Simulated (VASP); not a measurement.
# SiC (F-43m) in VASP: notebook

The runs below take SiC through single point, relaxation of cell and atoms, with r2SCAN, PBEsol+D3(BJ), PBE.

All numbers are computed with VASP 6.6.1; they aren't measurements. Logs are shortened: lines on timing, memory, paths and dates and some standing lists are left out, and cuts for length are marked.

### Step 1. The cell of the first run

The structure is cubic, space group F-43m (No. 216). Conventional cell: a = 4.269 Å, b = 4.269 Å, c = 4.269 Å, α = 90.00°, β = 90.00°, γ = 90.00°. Si (site symmetry -43m) has 4 C at 1.85 Å within 2.5 Å. Within 2.5 Å of C (site symmetry -43m) lie 4 Si at 1.85 Å.

### Step 2. Single point, r2SCAN (9.73 Å³/atom)

Input file POSCAR:

```
SiC
1.0
    0.0000000000      2.1345181309      2.1345181309
    2.1345181309      0.0000000000      2.1345181309
    2.1345181309      2.1345181309      0.0000000000
Si C
1 1
Direct
    0.0000000000      0.0000000000      0.0000000000
    0.7500000000      0.7500000000      0.7500000000
```

Input file INCAR.step1:

```
  PREC = Accurate
  ENCUT = 660
  ISMEAR = -1
  SIGMA = 0.05
  LREAL = False
  LASPH = True
  NELM = 120
  NBANDS = 11
  GGA = PE
  ALGO = Normal
  EDIFF = 1E-5
  LWAVE = True
  LCHARG = False
  GGA_COMPAT = False
```

Input file INCAR.step2:

```
  PREC = Accurate
  ENCUT = 660
  EDIFF = 1E-6
  ISMEAR = -1
  SIGMA = 0.05
  LREAL = False
  LASPH = True
  NELM = 120
  ALGO = Normal
  ISIF = 2
  LWAVE = False
  LCHARG = False
  METAGGA = R2SCAN
  LMIXTAU = True
  NBANDS = 11
  ISTART = 1
  GGA_COMPAT = False
```

Input file KPOINTS:

```
Automatic mesh
0
Gamma
  10 10 10
```

Potentials or basis: VASP PAW PBE potentials, release 64 (Si, C).

On the command line:

```
> cat potpaw_PBE.64/Si/POTCAR potpaw_PBE.64/C/POTCAR > POTCAR
> cp INCAR.step1 INCAR
> mpirun -np 1 vasp_std > vasp.out
> cp INCAR.step2 INCAR
> mpirun -np 1 vasp_std > vasp.out
```

OUTCAR:

```text
PREC = Accurate
   ENCUT = 660
   EDIFF = 1E-6
   ISMEAR = -1
   LREAL = False
   LASPH = True
   NELM = 120
   ISIF = 2
   METAGGA = R2SCAN
   ISTART = 1

 ion  position               nearest neighbor table
   1  0.000  0.000  0.000-   2 1.85   2 1.85   2 1.85   2 1.85
   2  0.750  0.750  0.750-   1 1.85   1 1.85   1 1.85   1 1.85

  LATTYP: Found a face centered cubic cell.
 ALAT       =     4.2690362618

  Lattice vectors:

 A1 = (   0.0000000000,   2.1345181309,   2.1345181309)
 A2 = (   2.1345181309,   0.0000000000,   2.1345181309)
 A3 = (   2.1345181309,   2.1345181309,   0.0000000000)

Analysis of symmetry for initial positions (statically):
=====================================================================
 Subroutine PRICEL returns:
 Original cell was already a primitive cell.

 Routine SETGRP: Setting up the symmetry group for a
 face centered cubic supercell.

 Subroutine GETGRP returns: Found 24 space group operations
 (whereof 24 operations were pure point group operations)
 out of a pool of 48 trial point group operations.

The static configuration has the point symmetry T_d .

Analysis of symmetry for dynamics (positions and initial velocities):
=====================================================================
 Subroutine PRICEL returns:
 Original cell was already a primitive cell.

 Routine SETGRP: Setting up the symmetry group for a
 face centered cubic supercell.

 Subroutine GETGRP returns: Found 24 space group operations
 (whereof 24 operations were pure point group operations)
 out of a pool of 48 trial point group operations.

The dynamic configuration has the point symmetry T_d .

 Subroutine INISYM returns: Found 24 space group operations
 (whereof 24 operations are pure point group operations),
 and found     1 'primitive' translations

----------------------------------------------------------------------------------------

                                     Primitive cell

  volume of cell :      19.4504

  direct lattice vectors                    reciprocal lattice vectors
     0.000000000  2.134518131  2.134518131    -0.234244907  0.234244907  0.234244907
     2.134518131  0.000000000  2.134518131     0.234244907 -0.234244907  0.234244907
     2.134518131  2.134518131  0.000000000     0.234244907  0.234244907 -0.234244907

  length of vectors
     3.018664490  3.018664490  3.018664490     0.405724079  0.405724079  0.405724079

  position of ions in fractional coordinates (direct lattice)
     0.000000000  0.000000000  0.000000000
     0.750000000  0.750000000  0.750000000

  ion indices of the primitive-cell ions
   primitive index   ion index
                 1           1
                 2           2

----------------------------------------------------------------------------------------

 KPOINTS: Automatic mesh

Automatic generation of k-mesh.
 Grid dimensions read from file:
 generate k-points for:   10   10   10

 Generating k-lattice:

  Cartesian coordinates                     Fractional coordinates (reciprocal lattice)
    -0.023424491  0.023424491  0.023424491     0.100000000  0.000000000  0.000000000
     0.023424491 -0.023424491  0.023424491     0.000000000  0.100000000  0.000000000
     0.023424491  0.023424491 -0.023424491     0.000000000  0.000000000  0.100000000

  Length of vectors
     0.040572408  0.040572408  0.040572408

  Shift w.r.t. Gamma in fractional coordinates (k-lattice)
     0.000000000  0.000000000  0.000000000

 Subroutine IBZKPT returns following result:
 ===========================================

 Found     47 irreducible k-points:

 Following reciprocal coordinates:
            Coordinates               Weight
  0.000000  0.000000  0.000000      1.000000
  0.100000  0.000000  0.000000      8.000000
  0.200000  0.000000  0.000000      8.000000
  0.300000  0.000000  0.000000      8.000000
  0.400000  0.000000  0.000000      8.000000
  0.500000  0.000000  0.000000      4.000000
[... 16 lines left out ...]
  0.300000  0.300000  0.000000      6.000000
  0.400000  0.300000  0.000000     24.000000
 [... further k-points ...]
   k-points           NKPTS =     47   k-points in BZ     NKDIM =     47   number of bands    NBANDS=     11
   number of dos      NEDOS =    301   number of ions     NIONS =      2
   total plane-waves  NPLWV =  21952
   dimension x,y,z NGX =    28 NGY =   28 NGZ =   28
   dimension x,y,z NGXF=    56 NGYF=   56 NGZF=   56
   ions per type =               1   1
   NGX,Y,Z   is equivalent  to a cutoff of  15.42, 15.42, 15.42 a.u.
   NGXF,Y,Z  is equivalent  to a cutoff of  30.84, 30.84, 30.84 a.u.
 SYSTEM =  unknown system
   PREC   = accura    normal or accurate (medium, high low for compatibility)
   ISTART =      1    job   : 0-new  1-cont  2-samecut
   ICHARG =      0    charge: 1-file 2-atom 10-const
   ISPIN  =      1    spin polarized calculation?
   LNONCOLLINEAR =      F non collinear calculations
   LSORBIT =      F    spin-orbit coupling
   LASPH  =      T    aspherical Exc in radial PAW
   ENCUT  =  660.0 eV  48.51 Ry    6.96 a.u.   6.32  6.32  6.32*2*pi/ulx,y,z
   NELM   =    120;   NELMIN=  2; NELMDL=  0     # of ELM steps
   EDIFF  = 0.1E-05   stopping-criterion for ELM
   LREAL  =      F    real-space projection
   EDIFFG = 0.1E-04   stopping-criterion for IOM
   NSW    =      0    number of steps for IOM
   IBRION =     -1    ionic relax: 0-MD 1-quasi-New 2-CG
   NFREE  =      0    steps in history (QN), initial steepest desc. (CG)
   ISIF   =      2    stress and relaxation
   ISYM   =      2    0-nonsym 1-usesym 2-fastsym
   POTIM  = 0.5000    time-step for ionic-motion
   TEBEG  =    0.0;   TEEND  =   0.0 temperature during run
   PSTRESS=    0.0 pullay stress
   NELECT =       8.0000    total number of electrons
   NUPDOWN=      -1.0000    fix difference up-down
   EMIN   =  10.00;   EMAX   =-10.00  energy-range for DOS
   EFERMI =   0.00;   METHOD = LEGACY
   ISMEAR =    -1;   SIGMA  =   0.05  broadening in eV -4-tet -1-fermi 0-gaus
   EFERMI_NEDOS =   21; number of points for ismear=-14 and -15
   IALGO  =     38    algorithm
   IMIX   =      4    mixing-type and parameters
     AMIX     =   0.40;   BMIX     =  1.00
     AMIX_MAG =   1.60;   BMIX_MAG =  1.00
  volume/ion in A,a.u.               =       9.73        65.63
  Fermi-wavevector in a.u.,A,eV,Ry     =   1.217479  2.300703 20.167321  1.482256
  Thomas-Fermi vector in A             =   2.352798
   LORBIT       =      0    0 simple, 1 ext, 2 COOP (PROOUT), +10 PAW based schemes
   METAGGA = R2SCAN    functional components
   LHFCALC =     F    Hartree Fock is set to
   AEXX    =    0.0000 exact exchange contribution
   IVDW    =     0    specifies the selected vdW correction
   LEPSILON=     F    determine dielectric tensor
   LRPA    =     F    only Hartree local field effects (RPA)
 non-spin polarized calculation
  energy-cutoff  :      660.00
  volume of cell :       19.45
 maximum number of plane-waves:       763
 NGX is ok and might be reduce to    28
   NGX = 13   NGY = 13   NGZ = 13

 number of electron       8.0000000 magnetization

 Free energy of the ion-electron system (eV)
  ---------------------------------------------------
  ext. energy  EPLUGINS =         0.00000000
  ---------------------------------------------------
  free energy    TOTEN  =       -19.27694446 eV

  energy without entropy =      -19.27694446  energy(sigma->0) =      -19.27694446

 E-fermi :   9.5488     XC(G=0): -12.2136

 val. band max:        8.6857563512   @ k =   0.0000   0.0000   0.0000
 cond. band min:      10.3700775494   @ k =   0.5000   0.5000   0.0000
 fundamental gap:      1.6843211982
 Fermi energy:         9.5488491907

 k-point     1 :       0.0000    0.0000    0.0000
  band No.  band energies     occupation
      1      -7.9931      2.00000
      2       8.6858      2.00000
      3       8.6858      2.00000
      4       8.6858      2.00000
      5      16.3045      0.00000
      6      17.0138      0.00000
      7      17.0138      0.00000
      8      17.0138      0.00000
      9      24.2861      0.00000
     10      24.2861      0.00000
     11      27.4895      0.00000

 k-point     2 :       0.1000    0.0000    0.0000
  band No.  band energies     occupation
      1      -7.7807      2.00000
      2       7.6282      2.00000
      3       8.5448      2.00000
      4       8.5448      2.00000
      5      16.4352      0.00000
      6      17.2819      0.00000
      7      17.2819      0.00000
      8      17.4732      0.00000
      9      23.2975      0.00000
     10      23.2976      0.00000
     11      26.6470      0.00000

 k-point     3 :       0.2000    0.0000    0.0000
  band No.  band energies     occupation
      1      -7.1531      2.00000
      2       5.3607      2.00000
      3       8.2198      2.00000
      4       8.2198      2.00000
      5      16.0598      0.00000
      6      17.6443      0.00000
      7      17.6443      0.00000
      8      18.8651      0.00000
      9      22.6219      0.00000
     10      22.6219      0.00000
     11      25.6928      0.00000

 k-point     4 :       0.3000    0.0000    0.0000
  band No.  band energies     occupation
      1      -6.1502      2.00000
      2       2.8635      2.00000
      3       7.8834      2.00000
      4       7.8834      2.00000
      5      15.6466      0.00000
      6      17.3948      0.00000
      7      17.3948      0.00000
      8      19.8437      0.00000
      9      23.6401      0.00000
     10      23.6401      0.00000
     11      25.5580      0.00000

 k-point     5 :       0.4000    0.0000    0.0000
  band No.  band energies     occupation
      1      -4.9137      2.00000
      2       0.6427      2.00000
      3       7.6496      2.00000
      4       7.6496      2.00000
      5      15.3792      0.00000
      6      16.9174      0.00000
      7      16.9174      0.00000
      8      20.0497      0.00000
      9      25.8684      0.00000
     10      25.8684      0.00000
     11      26.3659      0.00000
[... 211 lines left out ...]
 k-point    21 :      -0.3000    0.2000    0.0000
  band No.  band energies     occupation
      1      -4.6692      2.00000
      2       1.8304      2.00000
      3       4.6166      2.00000
      4       7.4397      2.00000
      5      15.0661      0.00000
      6      18.1717      0.00000
      7      18.4588      0.00000
      8      20.4683      0.00000
      9      22.5790      0.00000
     10      25.9595      0.00000
     11      29.6927      0.00000

 k-point    22 :      -0.2000    0.2000    0.0000
  band No.  band energies     occupation
      1      -5.8141      2.00000
      2       3.5701      2.00000
      3       5.2468      2.00000
      4       8.0076      2.00000
      5      16.1777      0.00000
      6      17.9183      0.00000
      7      18.1172      0.00000
      8      19.1810      0.00000
      9      21.1661      0.00000
     10      25.8752      0.00000
     11      29.6621      0.00000

 k-point    23 :       0.3000    0.3000    0.0000
  band No.  band energies     occupation
      1      -5.5263      2.00000
      2       4.0971      2.00000
      3       6.1290      2.00000
      4       6.1290      2.00000
      5      12.4273      0.00000
      6      15.0989      0.00000
      7      21.7363      0.00000
      8      21.7363      0.00000
      9      22.8597      0.00000
     10      27.1655      0.00000
     11      32.3764      0.00000

 k-point    24 :       0.4000    0.3000    0.0000
  band No.  band energies     occupation
      1      -4.5879      2.00000
      2       2.7755      2.00000
      3       5.2931      2.00000
      4       5.8442      2.00000
      5      12.0502      0.00000
      6      15.1368      0.00000
      7      21.9138      0.00000
      8      22.1232      0.00000
      9      24.3348      0.00000
     10      28.3952      0.00000
     11      32.1728      0.00000

 [... further k-points ...]

------------------------ aborting loop because EDIFF is reached ----------------------------------------

  FORCE on cell =-STRESS in cart. coord.  units (eV):
  Direction    XX          YY          ZZ          XY          YZ          ZX
  --------------------------------------------------------------------------------------
  -------------------------------------------------------------------------------------
  Total        1.8266504      1.8266504      1.8266504      0.0000000      0.0000000      0.0000000
  in kB      150.4653411    150.4653411    150.4653411      0.0000000      0.0000000      0.0000000
  external PRESSURE =     150.4653411 kB  Pullay stress =       0.0000000 kB

 VOLUME and BASIS-vectors are now :
 -----------------------------------------------------------------------------
  energy-cutoff  :      660.00
  volume of cell :       19.45
      direct lattice vectors                 reciprocal lattice vectors
     0.000000000  2.134518131  2.134518131    -0.234244907  0.234244907  0.234244907
     2.134518131  0.000000000  2.134518131     0.234244907 -0.234244907  0.234244907
     2.134518131  2.134518131  0.000000000     0.234244907  0.234244907 -0.234244907

 POSITION                                       TOTAL-FORCE (eV/Angst)
 -----------------------------------------------------------------------------------
      0.00000      0.00000      0.00000        -0.000000     -0.000000     -0.000000
      3.20178      3.20178      3.20178         0.000000      0.000000      0.000000
 -----------------------------------------------------------------------------------
    total drift:                                0.000000      0.000000      0.000000

  FREE ENERGIE OF THE ION-ELECTRON SYSTEM (eV)
  ---------------------------------------------------
  free  energy   TOTEN  =       -19.2769444640 eV

  energy  without entropy=      -19.2769444632  energy(sigma->0) =      -19.27694446
```

Run time: 91 s. Hardware: 1 thread of Intel Xeon 8259CL, shared host; peak memory 0.16 GiB.

What came out:

* Free energy: -19.2769 eV
* Pressure: 15.0 GPa
* Band gap on the k mesh: 1.68 eV (least direct gap 5.14 eV)

Caveat: the cell stands under pressure; the PAW data sets were made with another functional, which shifts forces and pressure a little.

[end of part 1 of 4]
